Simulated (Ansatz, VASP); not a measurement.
**Two plane-wave programs on ZnSn2N2**

Contents of INCAR:

```
SYSTEM = ZnSn2N2
PREC     = Accurate       ! precision mode
ENCUT    = 600            ! plane-wave cutoff, eV
EDIFF    = 1E-6           ! SCF threshold, eV
ISMEAR   = -1             ! smearing method
SIGMA    = 0.05           ! smearing width, eV
LREAL    = .FALSE.        ! projectors in reciprocal space
LASPH    = .TRUE.         ! aspherical terms in the spheres
NELM     = 100            ! most SCF steps
ALGO     = Normal         ! electronic algorithm
ISIF     = 3              ! what is computed and relaxed
LWAVE    = .FALSE.        ! write WAVECAR
LCHARG   = .FALSE.        ! write CHGCAR
GGA      = PS             ! functional
IBRION   = 2              ! ionic algorithm
NSW      = 60             ! ionic steps
EDIFFG   = -0.01          ! ionic threshold
```

KPOINTS

```
Automatic mesh
0
G
  8 8 4
  0 0 0
```

Contents of POSCAR:

```
ZnSn2N2
1.0
    3.3523260000      0.0000000000      0.0000000000
    0.0000000000      3.3523260000      0.0000000000
    0.0000000000      0.0000000000      8.0642090000
Sn Zn N
2 1 2
Direct
    0.5000000000      0.5000000000      0.3058270000
    0.5000000000      0.5000000000      0.6941730000
    0.0000000000      0.0000000000      0.0000000000
    0.0000000000      0.5000000000      0.8541900000
    0.5000000000      0.0000000000      0.1458100000
```

Contents of input.yaml:

```yaml
crystal:
  lattice:
    - [3.352326, 0.0, 0.0]
    - [0.0, 3.352326, 0.0]
    - [0.0, 0.0, 8.064209]
  atoms:
    - { symbol: Sn, position: [0.5, 0.5, 0.305827] }
    - { symbol: Sn, position: [0.5, 0.5, 0.694173] }
    - { symbol: Zn, position: [0.0, 0.0, 0.0] }
    - { symbol: "N", position: [0.0, 0.5, 0.85419] }
    - { symbol: "N", position: [0.5, 0.0, 0.14581] }
hamiltonian:
  xc: pbesol
  pseudopotentials: { kind: paw }
kpoints:
  mp_grid: { grid: [8, 8, 4] }
scf:
  occupations: { method: fermi_dirac, width: 0.05 }
output:
  forces: true
  stress: true
  eigenvalues: true
  write_density: true
  write_potential: true
  elf: true
  volumetric_format: npy
relax:
  f_tol: 0.01
  max_steps: 40
  cell: { stress_tol: 0.05 }
```

Alike in both runs: task relaxation of cell and atoms; functional PBEsol; k mesh 8 × 8 × 4; occupations fermi-dirac, width 0.05 eV; no spin polarisation.

```csv
,VASP,Ansatz
version,VASP 6.6.1,Ansatz 0.2.0
potentials or method,"VASP PAW PBE potentials, release 64 (Sn_d, Zn, N)",Ansatz PAW
plane-wave cutoff (eV),600,420
valence electrons in the cell,50,50
```

```tsv
	VASP	Ansatz	Ansatz less VASP
gap on the k mesh at the Fermi level, each at its own relaxed structure (eV)	none	none	-
relaxed volume (Å³/atom)	17.03	17.01	-0.021
relaxed cell length with the largest relative difference (Å)	3.304	3.302	-0.0019
```

VASP's potentials were made for PBE, not for PBEsol. A gap of «none» marks a metal or a gap that the smearing closes.

Noted on Ansatz's run: the plane-wave basis is chosen anew once the cell has moved, so the energies of steps on either side of that aren't comparable.
